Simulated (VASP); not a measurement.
A run of VASP 6.6.1:

POSCAR

```
BAs
1.0
    0.0000000000      2.2929600000      2.5795800000
    2.2929600000      0.0000000000      2.5795800000
    2.2929600000      2.2929600000      0.0000000000
B As
1 1
Direct
    0.0000000000      0.0000000000      0.0000000000
    0.7500000000      0.7500000000      0.7500000000
```

The input INCAR.step1:

```
SYSTEM = BAs
ALGO = Normal
EDIFF = 1E-4
ENCUT = 520
GGA = PE
ISMEAR = 0
LASPH = .True.
LCHARG = .False.
LREAL = .False.
LWAVE = .True.
NBANDS = 11
NELM = 60
PREC = Accurate
SIGMA = 0.05
```

File INCAR.step2:

```
SYSTEM = BAs
ALGO = Normal
EDIFF = 1E-6
ENCUT = 520
ISIF = 2
ISMEAR = 0
ISTART = 1
LASPH = .True.
LCHARG = .False.
LMIXTAU = .True.
LREAL = .False.
LWAVE = .False.
METAGGA = R2SCAN
NBANDS = 11
NELM = 60
PREC = Accurate
SIGMA = 0.05
```

File KPOINTS:

```
k-points
0
Gamma
  10 10 10
  0 0 0
```

Potentials or basis: VASP PAW PBE potentials, release 64 (B, As).

The run is started by

```sh
$ cat potpaw_PBE.64/B/POTCAR potpaw_PBE.64/As/POTCAR > POTCAR
$ cp INCAR.step1 INCAR
$ mpirun -np 1 vasp_std > vasp.out
$ cp INCAR.step2 INCAR
$ mpirun -np 1 vasp_std > vasp.out
```

Hardware: 1 thread of Intel(R) Xeon(R) Platinum 8259CL CPU @ 2.50GHz (Skylake/Cascade Lake), with other jobs on the host.

Question: How long does it take, and how much memory?

Answer: Wall time 2.2 min on 1 thread of Intel(R) Xeon(R) Platinum 8259CL CPU @ 2.50GHz (Skylake/Cascade Lake) (shared host), peak memory 0.17 GiB. Counts: k points 102.
